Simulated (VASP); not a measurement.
A run of VASP 6.6.1 is set up as follows.

Contents of INCAR:

```
SYSTEM = Be3TeSe2
  PREC = Accurate
  ENCUT = 600
  EDIFF = 1E-7
  ISMEAR = 0
  SIGMA = 0.1
  LREAL = .False.
  LASPH = .True.
  NELM = 100
  ALGO = Normal
  ISIF = 3
  LWAVE = .False.
  LCHARG = .False.
  GGA = PE
  IBRION = 2
  NSW = 90
  EDIFFG = -0.04
```

Contents of KPOINTS:

```
regular mesh
0
Gamma
  6 6 2
  0 0 0
```

POSCAR

```
Be3TeSe2
1.0
    4.1573888500      0.0000000000      0.0000000000
   -2.0786944200      3.6004043600      0.0000000000
    0.0000000000      0.0000000000      8.7281137500
Be Te Se
3 1 2
Direct
    0.0000000000      0.0000000000      0.7003388400
    0.3333333300      0.6666666700      0.4020410700
    0.6666666700      0.3333333300      0.7292625700
    0.0000000000      0.0000000000      0.3071825200
    0.3333333300      0.6666666700      0.0376285600
    0.0000000000      0.0000000000      0.0386466800
```

Potentials or basis: VASP PAW PBE potentials, release 64 (Be, Te, Se).

Command:

```bash
$ cat potpaw_PBE.64/Be/POTCAR potpaw_PBE.64/Te/POTCAR potpaw_PBE.64/Se/POTCAR > POTCAR
$ mpirun -np 1 vasp_std > vasp.out
```

Question: Estimate the space group after relaxing (to 0.1 Å).

Answer: P3m1 (No. 156).

Question: What does it give for the relaxed cell?

Answer: a = 3.634 Å, b = 3.634 Å, c = 10.959 Å, α = 90.00°, β = 90.00°, γ = 120.00°.

Forces in eV/Å, atoms in the order of the input:
```
Be   0.000  0.000  0.001
Be   0.000  0.000  0.032
Be   0.000  0.000 -0.007
Te   0.000  0.000 -0.027
Se   0.000  0.000  0.015
Se   0.000  0.000 -0.014
```

Caveat: a cell axis changed by over 15 % at a fixed basis, so the end point is rough.
